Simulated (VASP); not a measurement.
Here is a VASP 6.6.1 calculation.

File INCAR:

```
SYSTEM = Ba
ALGO = Normal ; EDIFF = 1E-6
ENCUT = 500 ; GGA = RE
GGA_COMPAT = .False. ; ISIF = 2
ISMEAR = -1 ; LASPH = .True.
LCHARG = .False. ; LREAL = .False.
LWAVE = .False. ; NBANDS = 11
NELM = 120 ; PREC = Accurate
SIGMA = 0.1
```

The input KPOINTS:

```
k-points
0
Gamma
  5 5 5
  0 0 0
```

The input POSCAR:

```
Ba
1.0
   -2.5600063371      2.5600063371      2.5600063371
    2.5600063371     -2.5600063371      2.5600063371
    2.5600063371      2.5600063371     -2.5600063371
Ba
1
Direct
    0.0000000000      0.0000000000      0.0000000000
```

Potentials or basis: VASP PAW PBE potentials, release 64 (Ba_sv).

Command:

```sh
$ cat potpaw_PBE.64/Ba_sv/POTCAR > POTCAR
$ mpirun -np 1 vasp_std > vasp.out
```

Q: Estimate the pressure.

A: 0.0 GPa.

Q: What does it give for the band gap on the k mesh?

A: Zero (bands 5 and 6 overlap by 0.36 eV).

Caveat: the PAW data sets were made with another functional, which shifts forces and pressure a little; spin-orbit coupling is left out, which moves the levels of the heavy elements.
